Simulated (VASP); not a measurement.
**BN: relaxation of cell and atoms with PBE**

The system is BN.

```
B N
1.0
     2.44927    0.00000    0.00000
     0.00000    2.57050    0.00000
     0.00000    0.00000    6.00315
B N
3 3
Direct
  0.50000 0.50000 0.16797
  0.50000 0.50000 0.83203
  0.00000 0.00000 0.50000
  0.50000 0.00000 0.31381
  0.00000 0.50000 0.00000
  0.50000 0.00000 0.68619
```

* Program: VASP 6.6.1
* Task: relaxation of cell and atoms
* Functional: PBE
* Potentials or basis: VASP PAW PBE potentials, release 64 (B, N)
* Cutoff: 600 eV
* k mesh: 16 × 14 × 6
* Occupations: gaussian, width 0.1 eV
* Spin: no spin polarisation
* Dipole correction: no
* Further INCAR settings: ALGO = Normal; EDIFF = 1e-06; IBRION = 2; EDIFFG = -0.01; NSW = 100; ISIF = 3

- Relaxed volume: 6.30 Å³/atom
- Relaxed cell: a = 2.453 Å, b = 2.568 Å, c = 6.005 Å, α = 90.00°, β = 90.00°, γ = 90.00°
- Space group after relaxing (to 0.05 Å): Pmmm (No. 47)
- Energy gained by relaxing: 0.1 meV/atom
- Ionic steps: 5
- Pressure after relaxing: 0.0 GPa
- Largest force after relaxing: 0.008 eV/Å
- Band gap on the k mesh: zero (band 12 reaches 8.25 eV, above the bottom of band 13 at 5.97 eV)

Forces in eV/Å, atoms in the order of the input:
```
B    0.000  0.000  0.000
B    0.000  0.000  0.000
B    0.000  0.000  0.000
N    0.000  0.000 -0.008
N    0.000  0.000  0.000
N    0.000  0.000  0.008
```

Stress tensor (GPa, compression positive):
```
-0.06  0.00  0.00
 0.00 -0.07  0.00
 0.00  0.00  0.11
```

The path:
```csv
step,energy change (eV),largest force (eV/Å),pressure (GPa),volume (Å³)
1,0.0000,0.0848,0.32,37.79
2,-0.0005,0.0249,-0.34,37.86
3,-0.0005,0.0143,-0.22,37.85
4,-0.0005,0.0177,0.08,37.81
5,-0.0005,0.0080,-0.01,37.83
```

Final structure:
```
B N
1.0
     2.45308    0.00000    0.00000
     0.00000    2.56768    0.00000
     0.00000    0.00000    6.00522
B N
3 3
Direct
  0.50000 0.50000 0.16855
  0.50000 0.50000 0.83145
  0.00000 0.00000 0.50000
  0.50000 0.00000 0.31399
  0.00000 0.50000 0.00000
  0.50000 0.00000 0.68601
```

Levels at points of the mesh, in eV from the Fermi level:
```
           k point  band 10  band 11  band 12  band 13  band 14  band 15
(0.00, 0.00, 0.00)    -1.72    -1.10    -0.66     3.56     5.38     6.77
(0.50, 0.00, 0.00)    -2.93    -2.65     0.37     3.27     6.46     7.33
(0.00, 0.50, 0.00)    -3.35    -2.15     0.11     0.37     6.71     7.61
(0.50, 0.50, 0.00)    -6.90    -3.63    -2.19    -1.90     5.42     6.05
(0.00, 0.00, 0.50)    -3.26     0.00     0.06     4.33     4.59     5.91
(0.50, 0.00, 0.50)    -3.16    -1.21     0.37     4.89     5.89     6.43
(0.00, 0.50, 0.50)    -2.14    -1.32     0.34     0.98     6.65     7.62
(0.50, 0.50, 0.50)    -7.28    -3.28    -3.16    -1.21     3.82     5.11
```

It took 6.5 min on 1 thread of Intel(R) Xeon(R) Platinum 8259CL CPU @ 2.50GHz (Skylake/Cascade Lake), on a shared host, peak memory 0.29 GiB.
